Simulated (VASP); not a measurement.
Runs of VASP 6.6.1 on Si2C. The structure is that of space group P6/mmm (No. 191), or close to it. The cells are those of the table. 

```tsv
task	spin	cell	k mesh	cutoff (eV)	smearing	gap on the mesh (eV)	pressure (GPa)
single point	off	a = 4.432, b = 4.432, c = 2.860 Å, angles 90.0, 90.0, 120.0°, 3 atoms	6 × 6 × 6	600	gaussian 0.1 eV	none	-16.5
single point	off	a = 4.126, b = 4.126, c = 2.564 Å, angles 90.0, 90.0, 120.0°, 3 atoms	12 × 12 × 16	600	tetrahedron	none	0.5
single point	collinear, ferromagnetic start	a = 4.432, b = 4.432, c = 2.860 Å, angles 90.0, 90.0, 120.0°, 3 atoms	6 × 6 × 6	600	gaussian 0.1 eV	none	-16.5
single point	off	a = 4.126, b = 4.126, c = 2.564 Å, angles 90.0, 90.0, 120.0°, 3 atoms	12 × 12 × 16	520	gaussian 0.1 eV	none	(a)
relaxation of cell and atoms	off	relaxed from a = 4.432, b = 4.432, c = 2.860 Å, angles 90.0, 90.0, 120.0°, 3 atoms	6 × 6 × 6	600	gaussian 0.1 eV	none	0.0
```

Alike in all rows: level PBE; potentials or basis VASP PAW PBE potentials, release 64 (Si, C).

**Question.** Estimate the missing entries.

**Answer.** (a) -0.1.

Caveats: some runs use coarse meshes.

A gap of «none» marks levels without a gap at the run's occupations.
